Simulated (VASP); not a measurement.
Set up this calculation in VASP 6.6.1, as the native input.

- Task: single point
- Functional: r2SCAN
- Potentials or basis: VASP PAW PBE potentials, release 64 (Fe)
- Cutoff: 520 eV
- k mesh: 18 × 18 × 18
- Occupations: methfessel-paxton, width 0.1 eV
- Spin: collinear spin, ferromagnetic start
- Starting moments: [2.4, 2.4] μB
- Dipole correction: no
- Further INCAR settings: ALGO = Normal; EDIFF = 1e-07; NBANDS = 19

Crystal: Fe.

```xyz
2
Lattice="2.8382 0.0000 0.0000 0.0000 2.8382 0.0000 0.0000 0.0000 2.9047" Properties=species:S:1:pos:R:3 pbc="T T T"
Fe    0.0000    0.0000    0.0000
Fe    1.4191    1.4191    1.4523
```

One way to write it, as run:

POSCAR

```
Fe
1.0
    2.8382199674      0.0000000000      0.0000000000
    0.0000000000      2.8382199674      0.0000000000
    0.0000000000      0.0000000000      2.9046835642
Fe
2
Direct
    0.0000000000      0.0000000000      0.0000000000
    0.5000000000      0.5000000000      0.5000000000
```

INCAR.step1

```
ALGO = Normal ; EDIFF = 1E-4
ENCUT = 520 ; GGA = PE
ISMEAR = 1 ; ISPIN = 2
LASPH = True ; LCHARG = False
LMAXMIX = 4 ; LREAL = False
LWAVE = True ; MAGMOM = 2.4 2.4
NBANDS = 19 ; NELM = 150
PREC = Accurate ; SIGMA = 0.1
```

INCAR.step2

```
ALGO = Normal ; EDIFF = 1E-7
ENCUT = 520 ; ISIF = 2
ISMEAR = 1 ; ISPIN = 2
ISTART = 1 ; LASPH = True
LCHARG = False ; LMAXMIX = 4
LMIXTAU = True ; LORBIT = 11
LREAL = False ; LWAVE = False
MAGMOM = 2.4 2.4 ; METAGGA = R2SCAN
NBANDS = 19 ; NELM = 150
PREC = Accurate ; SIGMA = 0.1
```

KPOINTS

```
k-points
0
Gamma
  18 18 18
```

Potentials or basis: VASP PAW PBE potentials, release 64 (Fe).

Launch:

```bash
$ cat potpaw_PBE.64/Fe/POTCAR > POTCAR
$ cp INCAR.step1 INCAR
$ mpirun -np 1 vasp_std > vasp.out
$ cp INCAR.step2 INCAR
$ mpirun -np 1 vasp_std > vasp.out
```

Results of the run:

```json
{
 "Pressure": "0.9 GPa",
 "Net moment": "5.29 μB per cell",
 "Site moments": "Fe +2.71 μB",
 "Valence electrons inside the program's atomic spheres": "Fe 7.21"
}
```

Caveat: the PAW data sets were made with another functional, which shifts forces and pressure a little.

Wall time 36 min on 1 thread of Oxide Virtual Turin-like Processor (shared host), peak memory 0.4 GiB.
